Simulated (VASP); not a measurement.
# WF: single point with PBE

The system is WF.

```
W F
1.0
     1.39268    0.80407    5.16903
    -1.39268    0.80407    5.16903
     0.00000   -1.60812    5.16903
W F
1 1
Direct
  0.81412 0.81412 0.81412
  0.93712 0.93712 0.93712
```

```json
{"Program": "VASP 6.6.1", "Task": "single point", "Functional": "PBE", "Potentials or basis": "VASP PAW PBE potentials, release 64 (W_sv, F)", "Cutoff": "520 eV", "k mesh": "11 × 11 × 11", "Occupations": "fermi-dirac, width 0.05 eV", "Spin": "no spin polarisation", "Dipole correction": "no", "Further INCAR settings": "ALGO = Normal; EDIFF = 1e-07; NBANDS = 18"}
```

```
Pressure      : -6.9 GPa
Largest force : 0.658 eV/Å
```

Forces in eV/Å, atoms in the order of the input:
```
W    0.000  0.000  0.658
F    0.000  0.000 -0.658
```

Stress tensor (GPa, compression positive):
```
-6.69  0.00  0.00
 0.00 -6.69  0.00
 0.00  0.00 -7.31
```

Levels at points of the mesh, in eV from the Fermi level:
```
           k point  band 6  band 7  band 8  band 9  band 10  band 11  band 12  band 13  band 14  band 15
(0.00, 0.00, 0.00)   -6.49   -6.24   -3.82   -3.82    -0.22    -0.15    -0.15     3.35     3.35     5.84
```

It took 2 min on 1 thread of Intel(R) Xeon(R) Platinum 8559C (Emerald Rapids), with other jobs on the host, peak memory 0.29 GiB.

Caveat: spin-orbit coupling is left out, which moves the levels of the heavy elements; an odd number of electrons without spin polarisation forces a metal; a magnetic or distorted state may lie lower.
